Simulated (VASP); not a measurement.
Here is a VASP 6.6.1 calculation.

File INCAR:

```
SYSTEM = Rb2AlTlH6
PREC = Accurate
ENCUT = 520
EDIFF = 1E-7
ISMEAR = -1
SIGMA = 0.16
LREAL = Auto
LASPH = .TRUE.
NELM = 100
ALGO = Normal
ISIF = 2
LWAVE = .FALSE.
LCHARG = .TRUE.
GGA = CA
LELF = .TRUE.
LVHAR = .TRUE.
NBANDS = 56
```

File KPOINTS:

```
regular mesh
0
G
  2 2 2
  0 0 0
```

The input POSCAR:

```
Rb2AlTlH6
1.0
    8.9671390000      4.4835690000      4.4835690000
    4.4835690000      8.9671390000      4.4835690000
    4.4835690000      4.4835690000      8.9671390000
Rb Al Tl H
4 2 2 12
Direct
    0.1310395690      0.1039406277      0.0861869181
    0.4028598367      0.3828311542      0.3256445818
    0.6674815998      0.6222274831      0.6154025645
    0.8681866579      0.8403516960      0.9068834999
    0.2218433509      0.2311216715      0.3176598542
    0.8303317592      0.6974019734      0.7350059363
   -0.0206308802      0.0307790454      0.0075163328
    0.4620983669      0.5203555147      0.5178575053
    0.5162962104      0.1517652674      0.1323164800
    0.3461584020      0.8671494872      0.4926265067
   -0.0043937729      0.6860827894      0.1657608138
    0.1262666176      0.1871779003      0.5609425566
    0.4718171902      0.2680286913      0.8586294849
    1.0311761395      0.2656031697      0.3183067073
    0.1308444678      0.5531864854      0.6375835172
    0.7155961724      0.5454415857      0.8612167381
    0.7157020695      0.0244671830      0.5707060061
    0.8197263211      0.5332358681      0.0122893902
    0.9583826126      0.7181722445      0.4453985397
    0.3193271292      1.0776737146      0.7498545884
```

Potentials or basis: VASP PAW LDA potentials, release 64 (Rb_sv, Al, Tl_d, H).

Launch:

```console
$ cat potpaw_LDA.64/Rb_sv/POTCAR potpaw_LDA.64/Al/POTCAR potpaw_LDA.64/Tl_d/POTCAR potpaw_LDA.64/H/POTCAR > POTCAR
$ mpirun -np 1 vasp_std > vasp.out
```

(1) Predict the largest force.

(2) What does it give for the band gap on the k mesh?

Answers

(1) 2.212 eV/Å.

(2) 1.16 eV.

Caveat: the k points lie up to 0.58 Å⁻¹ apart; spin-orbit coupling is left out, which moves the levels of the heavy elements; forces of over 1 eV/Å act on the atoms, so gaps and moduli don't describe the material at rest.
